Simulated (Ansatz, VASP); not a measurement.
## CoO: VASP beside Ansatz

```
CELL_PARAMETERS angstrom
0.00000 2.08836 2.08836
2.08836 0.00000 2.08836
2.08836 2.08836 0.00000
ATOMIC_POSITIONS crystal
Co 0.00000 0.00000 0.00000
O 0.50000 0.50000 0.50000
```

Change from the starting cell: volume scaled by 0.9405, PAW files.

Alike in both runs: task electric field gradients; functional PBE; k mesh 15 × 15 × 15; occupations fermi-dirac, width 0.05 eV; collinear spin.

|  | VASP | Ansatz |
| --- | --- | --- |
| version | VASP 6.6.1 | Ansatz 0.2.0 |
| potentials or method | VASP PAW PBE potentials, release 64 (Co, O) | PAW with Ansatz's default frozen-core files, scalar-relativistic |
| plane-wave cutoff (eV) | 520 | 420 |
| valence electrons in the cell | 15 | 23 |

Ansatz gave:

| Item | Value |
| --- | --- |
| pressure (GPa) | 8.5 |
| net moment per atom (μB) | 1.35 |
| size of the moment on the site where the two differ most (μB) | 2.32 |

**Question.** What did VASP give for the same quantities?

**Answer.** Pressure (GPa): 7.7; net moment per atom (μB): 1.32; size of the moment on the site where the two differ most (μB): 2.37.

Site moments also hang on the region over which each program counts them. With one functional, cell and mesh, what is left measures potentials, basis and numerics. VASP's potentials hold 15 valence electrons a cell and Ansatz's 23, so a difference there can come from the potentials and not from the codes.
